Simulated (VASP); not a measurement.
# Sc: single point with PBEsol

The system is Sc.

```
Sc
1.0
     2.53999    0.00000    0.00000
    -1.27000    2.19970    0.00000
     0.00000    0.00000    4.24639
Sc
2
Direct
  0.33333 0.66667 0.25000
  0.66667 0.33333 0.75000
```

```
Program                : VASP 6.6.1
Task                   : single point
Functional             : PBEsol
Potentials or basis    : VASP PAW PBE potentials, release 64 (Sc_sv)
Cutoff                 : 520 eV
k mesh                 : 15 × 15 × 8
Occupations            : fermi-dirac, width 0.1 eV
Spin                   : no spin polarisation
Dipole correction      : no
Further INCAR settings : ALGO = Normal; EDIFF = 1e-06; NBANDS = 18
```

```
Pressure               : 102.9 GPa
Band gap on the k mesh : zero (band 11 reaches 10.98 eV, above the bottom of band 12 at 8.24 eV)
```

Stress tensor (GPa, compression positive):
```
102.98   0.00   0.00
  0.00 102.98   0.00
  0.00   0.00 102.70
```

Levels at points of the mesh, in eV from the Fermi level:
```
           k point  band 8  band 9  band 10  band 11  band 12  band 13  band 14  band 15
(0.00, 0.00, 0.00)  -25.06   -4.85    -2.69     1.87     2.26     2.26     3.18     3.18
(0.00, 0.00, 0.50)  -25.24   -2.63    -2.63     1.17     1.17     2.24     2.24     2.24
```

Wall time 36 s on 1 thread of Intel(R) Xeon(R) Platinum 8259CL CPU @ 2.50GHz (Skylake/Cascade Lake), on a shared host, peak memory 0.17 GiB.

Caveat: the PAW data sets were made with another functional, which shifts forces and pressure a little.
